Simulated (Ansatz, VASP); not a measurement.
**CdSe: VASP beside Ansatz**

The input POSCAR:

```
CdSe
1.0
    0.0000000000      3.1291365847      3.1291365847
    3.1291365847      0.0000000000      3.1291365847
    3.1291365847      3.1291365847      0.0000000000
Cd Se
1 1
Direct
    0.0000000000      0.0000000000      0.0000000000
    0.2500000000      0.2500000000      0.2500000000
```

INCAR.step1

```
ALGO     = Normal         # electronic algorithm
EDIFF    = 1E-5           # SCF threshold, eV
ENCUT    = 520            # plane-wave cutoff, eV
GGA      = PE             # functional
ISIF     = 2              # what is computed and relaxed
ISMEAR   = 0              # smearing method
LASPH    = T              # aspherical terms in the spheres
LCHARG   = F              # write CHGCAR
LREAL    = F              # projectors in reciprocal space
LWAVE    = T              # write WAVECAR
NBANDS   = 16             # bands
NELM     = 80             # most SCF steps
PREC     = Accurate       # precision mode
SIGMA    = 0.01           # smearing width, eV
```

INCAR.step2

```
ALGO     = Normal         # electronic algorithm
EDIFF    = 1E-7           # SCF threshold, eV
ENCUT    = 520            # plane-wave cutoff, eV
GGA      = PE             # functional
HFSCREEN = 0.2079         # screening, 1/A
ISIF     = 2              # what is computed and relaxed
ISMEAR   = 0              # smearing method
ISTART   = 1            
LASPH    = T              # aspherical terms in the spheres
LCHARG   = F              # write CHGCAR
LHFCALC  = T              # exact exchange
LREAL    = F              # projectors in reciprocal space
LWAVE    = F              # write WAVECAR
NBANDS   = 16             # bands
NELM     = 80             # most SCF steps
PREC     = Accurate       # precision mode
PRECFOCK = Normal       
SIGMA    = 0.01           # smearing width, eV
```

File KPOINTS:

```
k-points
0
Gamma
  6 6 6
```

Input for Ansatz:

```yaml
crystal:
  lattice:
    - [0.0, 3.1291365847, 3.1291365847]
    - [3.1291365847, 0.0, 3.1291365847]
    - [3.1291365847, 3.1291365847, 0.0]
  atoms:
    - { symbol: Cd, position: [0.0, 0.0, 0.0] }
    - { symbol: Se, position: [0.25, 0.25, 0.25] }
kpoints:
  mp_grid: { grid: [6, 6, 6] }
  band_path:
    path:
      - [0.0, 0.0, 0.0]
      - [-0.5, -0.5, 0.0]
      - [-0.375, -0.375, 0.25]
      - [-0.375, 0.0, 0.375]
      - [0.0, 0.0, 0.5]
      - [-0.5, -0.25, 0.25]
    npoints: 1
hamiltonian:
  xc: hse06
scf:
  occupations: { method: fixed }
  n_extra_bands: 4
output:
  forces: true
  stress: true
  eigenvalues: true
  write_density: true
  write_potential: true
  elf: true
  volumetric_format: npy
```

Change from the starting cell: hydrostatic strain +2.0%.

Alike in both runs: task single point; functional HSE06; k mesh 6 × 6 × 6; no spin polarisation.

```csv
,VASP,Ansatz
version,VASP 6.6.1,Ansatz 0.2.0
potentials or method,"VASP PAW PBE potentials, release 64 (Cd, Se)","plane waves, PAW"
plane-wave cutoff (eV),520,420
occupations,"gaussian, width 0.01 eV",fixed
valence electrons in the cell,18,36
```

```tsv
	VASP	Ansatz	Ansatz less VASP
gap on the k mesh at the Fermi level (eV)	1.34	1.33	-0.001
pressure (GPa)	-2.3	-2.5	-0.13
```

VASP's potentials hold 18 valence electrons a cell and Ansatz's 36, so a difference there can come from the potentials and not from the codes. Ansatz's warnings: stress exchange threshold loose, stress scf threshold loose.
